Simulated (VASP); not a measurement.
# BiTe (Fm-3m) in VASP: notebook

The runs below take BiTe through single point, with PBEsol.

Everything below comes from runs of VASP 6.6.1. Logs are shortened: lines on timing, memory, paths and dates and some standing lists are left out, and cuts for length are marked.

## (1) The cell of the first run

The structure is cubic, space group Fm-3m (No. 225). The conventional cell has a = 6.490 Å, b = 6.490 Å, c = 6.490 Å, α = 90.00°, β = 90.00°, γ = 90.00°. Within 4.3 Å of Bi (site symmetry m-3m) lie 6 Te at 3.25 Å. Within 4.3 Å of Te (site symmetry m-3m) lie 6 Bi at 3.25 Å.

## (2) Single point, PBEsol (equal strain along all axes, cell held: +1.5 %)

INCAR reads:

```
SYSTEM = BiTe
PREC     = Accurate       ! precision mode
ENCUT    = 520            ! plane-wave cutoff, eV
EDIFF    = 1E-6           ! SCF threshold, eV
ISMEAR   = 0              ! smearing method
SIGMA    = 0.1            ! smearing width, eV
LREAL    = .FALSE.        ! projectors in reciprocal space
LASPH    = .TRUE.         ! aspherical terms in the spheres
NELM     = 60             ! most SCF steps
ALGO     = Fast           ! electronic algorithm
ISIF     = 2              ! what is computed and relaxed
LWAVE    = .FALSE.        ! write WAVECAR
LCHARG   = .FALSE.        ! write CHGCAR
GGA      = PS             ! functional
NBANDS   = 29             ! bands
```

KPOINTS reads:

```
regular mesh
0
G
  12 12 8
  0 0 0
```

POSCAR reads:

```
BiTe
1.0
    3.2451111369      3.2451111369      0.0000000000
   -3.2451111369      3.2451111369      0.0000000000
    0.0000000000      0.0000000000      6.4902222738
Bi Te
2 2
Direct
    0.0000000000      0.0000000000      0.0000000000
    0.5000000000      0.5000000000      0.5000000000
    0.5000000000      0.5000000000      0.0000000000
    0.0000000000      0.0000000000      0.5000000000
```

Potentials or basis: VASP PAW PBE potentials, release 64 (Bi_d, Te).

Started as:

```console
$ cat potpaw_PBE.64/Bi_d/POTCAR potpaw_PBE.64/Te/POTCAR > POTCAR
$ mpirun -np 1 vasp_std > vasp.out
```

OUTCAR:

```text
SYSTEM = BiTe
   PREC = Accurate
   ENCUT = 520
   EDIFF = 1E-6
   ISMEAR = 0
   LREAL = .FALSE.
   LASPH = .TRUE.
   NELM = 60
   ISIF = 2
   GGA = PS

 ion  position               nearest neighbor table
   1  0.000  0.000  0.000-   3 3.25   4 3.25   4 3.25   3 3.25   3 3.25   3 3.25
   2  0.500  0.500  0.500-   3 3.25   4 3.25   3 3.25   4 3.25   4 3.25   4 3.25
   3  0.500  0.500  0.000-   1 3.25   2 3.25   2 3.25   1 3.25   1 3.25   1 3.25
   4  0.000  0.000  0.500-   1 3.25   2 3.25   1 3.25   2 3.25   2 3.25   2 3.25

  LATTYP: Found a simple tetragonal cell.
 ALAT       =     4.5892801812
 C/A-ratio  =     1.4142135624

  Lattice vectors:

 A1 = (   3.2451111369,   3.2451111369,   0.0000000000)
 A2 = (  -3.2451111369,   3.2451111369,   0.0000000000)
 A3 = (   0.0000000000,   0.0000000000,   6.4902222738)

Analysis of symmetry for initial positions (statically):
=====================================================================
 Subroutine PRICEL returns following result:

  LATTYP: Found a face centered cubic cell.
 ALAT       =     6.4902222738

  Lattice vectors:

 A1 = (   0.0000000000,  -3.2451111369,  -3.2451111369)
 A2 = (   3.2451111369,   0.0000000000,  -3.2451111369)
 A3 = (   3.2451111369,  -3.2451111369,  -0.0000000000)

   2 primitive cells build up your supercell.

 Routine SETGRP: Setting up the symmetry group for a
 simple tetragonal supercell.

 Subroutine GETGRP returns: Found 16 space group operations
 (whereof 16 operations were pure point group operations)
 out of a pool of 16 trial point group operations.

The static configuration has the point symmetry D_4h.

Analysis of symmetry for dynamics (positions and initial velocities):
=====================================================================
 Subroutine PRICEL returns following result:

  LATTYP: Found a face centered cubic cell.
 ALAT       =     6.4902222738

  Lattice vectors:

 A1 = (   0.0000000000,  -3.2451111369,  -3.2451111369)
 A2 = (   3.2451111369,   0.0000000000,  -3.2451111369)
 A3 = (   3.2451111369,  -3.2451111369,  -0.0000000000)

   2 primitive cells build up your supercell.

 Routine SETGRP: Setting up the symmetry group for a
 simple tetragonal supercell.

 Subroutine GETGRP returns: Found 16 space group operations
 (whereof 16 operations were pure point group operations)
 out of a pool of 16 trial point group operations.

The dynamic configuration has the point symmetry D_4h.

 Subroutine INISYM returns: Found 16 space group operations
 (whereof 16 operations are pure point group operations),
 and found     2 'primitive' translations

----------------------------------------------------------------------------------------

                                     Primitive cell

  volume of cell :      68.3469

  direct lattice vectors                    reciprocal lattice vectors
     0.000000000 -3.245111137 -3.245111137    -0.154077928 -0.154077928 -0.154077928
     3.245111137  0.000000000 -3.245111137     0.154077928  0.154077928 -0.154077928
     3.245111137 -3.245111137 -0.000000000     0.154077928 -0.154077928  0.154077928

  length of vectors
     4.589280181  4.589280181  4.589280181     0.266870800  0.266870800  0.266870800

  position of ions in fractional coordinates (direct lattice)
     0.000000000  0.000000000  0.000000000
     0.500000000  0.500000000  0.500000000

  ion indices of the primitive-cell ions
   primitive index   ion index
                 1           1
                 2           4

----------------------------------------------------------------------------------------

 KPOINTS: regular mesh

Automatic generation of k-mesh.
 Grid dimensions read from file:
 generate k-points for:   12   12    8

 Generating k-lattice:

  Cartesian coordinates                     Fractional coordinates (reciprocal lattice)
     0.012839827  0.012839827  0.000000000     0.083333333  0.000000000  0.000000000
    -0.012839827  0.012839827  0.000000000     0.000000000  0.083333333  0.000000000
     0.000000000  0.000000000  0.019259741     0.000000000  0.000000000  0.125000000

  Length of vectors
     0.018158258  0.018158258  0.019259741

  Shift w.r.t. Gamma in fractional coordinates (k-lattice)
     0.000000000  0.000000000  0.000000000

 Subroutine IBZKPT returns following result:
 ===========================================

 Found    140 irreducible k-points:

 Following reciprocal coordinates:
            Coordinates               Weight
  0.000000  0.000000  0.000000      1.000000
  0.083333  0.000000  0.000000      4.000000
  0.166667  0.000000  0.000000      4.000000
  0.250000  0.000000  0.000000      4.000000
  0.333333  0.000000  0.000000      4.000000
  0.416667  0.000000  0.000000      4.000000
[... 16 lines left out ...]
  0.333333  0.333333  0.000000      4.000000
  0.416667  0.333333  0.000000      8.000000
 [... further k-points ...]
   k-points           NKPTS =    140   k-points in BZ     NKDIM =    140   number of bands    NBANDS=     29
   number of dos      NEDOS =    301   number of ions     NIONS =      4
   total plane-waves  NPLWV =  62208
   dimension x,y,z NGX =    36 NGY =   36 NGZ =   48
   dimension x,y,z NGXF=    72 NGYF=   72 NGZF=   96
   ions per type =               2   2
   NGX,Y,Z   is equivalent  to a cutoff of  13.04, 13.04, 12.30 a.u.
   NGXF,Y,Z  is equivalent  to a cutoff of  26.08, 26.08, 24.59 a.u.
 SYSTEM =  BiTe
   PREC   = accura    normal or accurate (medium, high low for compatibility)
   ISTART =      0    job   : 0-new  1-cont  2-samecut
   ICHARG =      2    charge: 1-file 2-atom 10-const
   ISPIN  =      1    spin polarized calculation?
   LNONCOLLINEAR =      F non collinear calculations
   LSORBIT =      F    spin-orbit coupling
   LASPH  =      T    aspherical Exc in radial PAW
   ENCUT  =  520.0 eV  38.22 Ry    6.18 a.u.   8.53  8.53 12.07*2*pi/ulx,y,z
   NELM   =     60;   NELMIN=  2; NELMDL= -5     # of ELM steps
   EDIFF  = 0.1E-05   stopping-criterion for ELM
   LREAL  =      F    real-space projection
   EDIFFG = 0.1E-04   stopping-criterion for IOM
   NSW    =      0    number of steps for IOM
   IBRION =     -1    ionic relax: 0-MD 1-quasi-New 2-CG
   NFREE  =      0    steps in history (QN), initial steepest desc. (CG)
   ISIF   =      2    stress and relaxation
   ISYM   =      2    0-nonsym 1-usesym 2-fastsym
   POTIM  = 0.5000    time-step for ionic-motion
   TEBEG  =    0.0;   TEEND  =   0.0 temperature during run
   PSTRESS=    0.0 pullay stress
   NELECT =      42.0000    total number of electrons
   NUPDOWN=      -1.0000    fix difference up-down
   EMIN   =  10.00;   EMAX   =-10.00  energy-range for DOS
   EFERMI =   0.00;   METHOD = LEGACY
   ISMEAR =     0;   SIGMA  =   0.10  broadening in eV -4-tet -1-fermi 0-gaus
   EFERMI_NEDOS =   21; number of points for ismear=-14 and -15
   IALGO  =     68    algorithm
   IMIX   =      4    mixing-type and parameters
     AMIX     =   0.40;   BMIX     =  1.00
     AMIX_MAG =   1.60;   BMIX_MAG =  1.00
  volume/ion in A,a.u.               =      34.17       230.61
  Fermi-wavevector in a.u.,A,eV,Ry     =   1.104693  2.087567 16.603830  1.220347
  Thomas-Fermi vector in A             =   2.241170
   LORBIT       =      0    0 simple, 1 ext, 2 COOP (PROOUT), +10 PAW based schemes
   GGA     = PS    functional components
   LHFCALC =     F    Hartree Fock is set to
   AEXX    =    0.0000 exact exchange contribution
   IVDW    =     0    specifies the selected vdW correction
   LEPSILON=     F    determine dielectric tensor
   LRPA    =     F    only Hartree local field effects (RPA)
 non-spin polarized calculation
 RMM-DIIS sequential band-by-band and
 Gauss-broadening in eV      SIGMA  =   0.10
  energy-cutoff  :      520.00
  volume of cell :      136.69
 maximum number of plane-waves:      3712
 NGX is ok and might be reduce to    36
   NGX = 17   NGY = 17   NGZ = 25

 number of electron      42.0000014 magnetization

 Free energy of the ion-electron system (eV)
  ---------------------------------------------------
  ext. energy  EPLUGINS =         0.00000000
  ---------------------------------------------------
  free energy    TOTEN  =       -15.94936061 eV

  energy without entropy =      -15.93675708  energy(sigma->0) =      -15.94305885

 E-fermi :   6.3548     XC(G=0):  -9.5524

 val. band max:        6.3412682666   @ k =   0.2500   0.2500   0.5000
 cond. band min:       6.3626187194   @ k =   0.2500   0.1667   0.1250
 fundamental gap:      0.0213504528
 Fermi energy:         6.3548052830

 k-point     1 :       0.0000    0.0000    0.0000
  band No.  band energies     occupation
      1     -16.6906      2.00000
      2     -16.6784      2.00000
      3     -16.6777      2.00000
      4     -16.6770      2.00000
      5     -16.6744      2.00000
      6     -16.6740      2.00000
[... 21 lines left out ...]
     28      11.0302      0.00000
     29      11.0374      0.00000

 k-point     2 :       0.0833    0.0000    0.0000
  band No.  band energies     occupation
      1     -16.6901      2.00000
      2     -16.6787      2.00000
      3     -16.6773      2.00000
      4     -16.6770      2.00000
      5     -16.6744      2.00000
      6     -16.6740      2.00000
[... 21 lines left out ...]
     28      11.0711      0.00000
     29      11.1929      0.00000

 k-point     3 :       0.1667    0.0000    0.0000
  band No.  band energies     occupation
      1     -16.6889      2.00000
      2     -16.6794      2.00000
      3     -16.6772      2.00000
      4     -16.6760      2.00000
      5     -16.6755      2.00000
      6     -16.6732      2.00000
[... 21 lines left out ...]
     28      10.9849      0.00000
     29      11.1923      0.00000

 k-point     4 :       0.2500    0.0000    0.0000
  band No.  band energies     occupation
      1     -16.6871      2.00000
      2     -16.6803      2.00000
      3     -16.6778      2.00000
      4     -16.6772      2.00000
      5     -16.6741      2.00000
      6     -16.6729      2.00000
[... 21 lines left out ...]
     28      10.7234      0.00000
     29      11.3992      0.00000

 k-point     5 :       0.3333    0.0000    0.0000
  band No.  band energies     occupation
      1     -16.6852      2.00000
      2     -16.6811      2.00000
      3     -16.6789      2.00000
      4     -16.6788      2.00000
      5     -16.6724      2.00000
      6     -16.6720      2.00000
[... 21 lines left out ...]
     28      11.1809      0.00000
     29      11.6891      0.00000
[... 510 lines left out ...]
     28      10.4056      0.00000
     29      13.2065      0.00000

 k-point    22 :       0.5000    0.2500    0.0000
  band No.  band energies     occupation
      1     -16.6878      2.00000
      2     -16.6878      2.00000
      3     -16.6756      2.00000
      4     -16.6756      2.00000
      5     -16.6745      2.00000
      6     -16.6745      2.00000
[... 21 lines left out ...]
     28      10.0004      0.00000
     29      14.1521      0.00000

 k-point    23 :       0.3333    0.3333    0.0000
  band No.  band energies     occupation
      1     -16.6884      2.00000
      2     -16.6880      2.00000
      3     -16.6759      2.00000
      4     -16.6759      2.00000
      5     -16.6740      2.00000
      6     -16.6735      2.00000
[... 21 lines left out ...]
     28      10.7589      0.00000
     29      12.9663      0.00000

 k-point    24 :       0.4167    0.3333    0.0000
  band No.  band energies     occupation
      1     -16.6895      2.00000
      2     -16.6893      2.00000
      3     -16.6761      2.00000
      4     -16.6748      2.00000
      5     -16.6748      2.00000
      6     -16.6738      2.00000
[... 21 lines left out ...]
     28      10.7463      0.00000
     29      13.8525      0.00000

 [... further k-points ...]
[... 5 lines left out ...]
  --------------------------------------------------------------------------------------
  -------------------------------------------------------------------------------------
  Total       -1.8813126     -1.8813126     -1.8856497      0.0000000     -0.0000000     -0.0000000
  in kB      -22.0507233    -22.0507233    -22.1015581      0.0000000     -0.0000000     -0.0000000
  external PRESSURE =     -22.0676682 kB  Pullay stress =       0.0000000 kB

 VOLUME and BASIS-vectors are now :
 -----------------------------------------------------------------------------
  energy-cutoff  :      520.00
  volume of cell :      136.69
      direct lattice vectors                 reciprocal lattice vectors
     3.245111137  3.245111137  0.000000000     0.154077928  0.154077928  0.000000000
    -3.245111137  3.245111137  0.000000000    -0.154077928  0.154077928  0.000000000
     0.000000000  0.000000000  6.490222274     0.000000000  0.000000000  0.154077928

 POSITION                                       TOTAL-FORCE (eV/Angst)
 -----------------------------------------------------------------------------------
      0.00000      0.00000      0.00000         0.000000     -0.000000     -0.000000
      0.00000      3.24511      3.24511        -0.000000     -0.000000      0.000000
      0.00000      3.24511      0.00000         0.000000      0.000000     -0.000000
      0.00000      0.00000      3.24511         0.000000      0.000000     -0.000000
 -----------------------------------------------------------------------------------
    total drift:                               -0.000000      0.000000      0.000000

  FREE ENERGIE OF THE ION-ELECTRON SYSTEM (eV)
  ---------------------------------------------------
  free  energy   TOTEN  =       -15.9493606143 eV

  energy  without entropy=      -15.9367570775  energy(sigma->0) =      -15.94305885
```

It took 12 min on 1 thread of AMD EPYC 9755, shared host; peak memory 0.54 GiB.

Results:

| Property | Result |
| --- | --- |
| Free energy | -15.9494 eV |
| Pressure | -2.2 GPa |
| Band gap on the k mesh | zero (bands 21 and 22 overlap by 3.35 eV) |

Levels at points of the mesh, in eV from the Fermi level:
| k point | band 19 | band 20 | band 21 | band 22 | band 23 | band 24 |
| --- | --- | --- | --- | --- | --- | --- |
| (0.00, 0.00, 0.00) | -2.49 | -2.49 | 2.15 | 2.15 | 2.15 | 2.23 |
| (0.50, 0.00, 0.00) | -2.06 | -2.06 | -0.06 | -0.06 | -0.01 | -0.01 |
| (0.50, 0.50, 0.00) | -3.95 | -3.95 | 2.23 | 2.23 | 3.57 | 3.57 |
| (0.00, 0.00, 0.50) | -2.71 | -2.71 | 0.82 | 0.82 | 2.71 | 2.71 |
| (0.50, 0.00, 0.50) | -1.59 | -1.59 | -0.83 | -0.83 | -0.60 | -0.60 |
| (0.50, 0.50, 0.50) | -1.54 | -1.54 | -0.24 | -0.24 | 3.91 | 3.91 |

Caveat: the cell differs from its parent crystal (equal strain along all axes, cell held: +1.5 %); the PAW data sets were made with another functional, which shifts forces and pressure a little; spin-orbit coupling is left out, which moves the levels of the heavy elements.

## (3) Single point, PBEsol (equal strain along all axes, cell held: +3.0 %)

INCAR reads:

```
PREC = Accurate ; ENCUT = 520
EDIFF = 1E-7 ; ISMEAR = 0
SIGMA = 0.1 ; LREAL = F
LASPH = T ; NELM = 100
ALGO = Fast ; ISIF = 2
LWAVE = F ; LCHARG = F
GGA = PS ; NBANDS = 29
```

KPOINTS reads:

```
regular mesh
0
Gamma
  12 12 8
```

POSCAR reads:

```
BiTe
1.0
    3.2930684444      3.2930684444      0.0000000000
   -3.2930684444      3.2930684444      0.0000000000
    0.0000000000      0.0000000000      6.5861368887
Bi Te
2 2
Direct
    0.0000000000      0.0000000000      0.0000000000
    0.5000000000      0.5000000000      0.5000000000
    0.5000000000      0.5000000000      0.0000000000
    0.0000000000      0.0000000000      0.5000000000
```

Potentials or basis: VASP PAW PBE potentials, release 64 (Bi_d, Te).

Started as:

```console
$ cat potpaw_PBE.64/Bi_d/POTCAR potpaw_PBE.64/Te/POTCAR > POTCAR
$ mpirun -np 1 vasp_std > vasp.out
```

Wall time 14 min (1 thread of AMD EPYC 9755, shared host); peak memory 0.56 GiB.

The run converged. Its results:

| Item | Value |
| --- | --- |
| Free energy | -15.8316 eV |
| Pressure | -3.9 GPa |
| Band gap on the k mesh | zero (bands 21 and 22 overlap by 3.41 eV) |

Levels at points of the mesh, in eV from the Fermi level:
```tsv
k point	band 17	band 18	band 19	band 20	band 21	band 22	band 23	band 24	band 25	band 26
(0.00, 0.00, 0.00)	-3.75	-2.37	-2.37	-2.37	2.06	2.06	2.06	2.38	3.37	3.37
(0.50, 0.00, 0.00)	-2.03	-2.03	-2.00	-2.00	-0.06	-0.06	-0.05	-0.05	3.04	3.04
(0.50, 0.50, 0.00)	-3.75	-3.75	-3.75	-3.75	2.38	2.38	3.37	3.37	3.37	3.37
(0.00, 0.00, 0.50)	-3.15	-3.15	-2.59	-2.59	0.73	0.73	2.58	2.58	2.58	2.58
(0.50, 0.00, 0.50)	-1.77	-1.77	-1.59	-1.59	-0.82	-0.82	-0.53	-0.53	-0.53	-0.53
(0.50, 0.50, 0.50)	-4.65	-4.65	-1.50	-1.50	-0.24	-0.24	3.74	3.74	3.74	3.74
```

Caveat: the cell differs from its parent crystal (equal strain along all axes, cell held: +3.0 %); the cell stands under tension; the PAW data sets were made with another functional, which shifts forces and pressure a little; spin-orbit coupling is left out, which moves the levels of the heavy elements.

The gap in the log of VASP goes by the Fermi energy; the results here count the filled bands.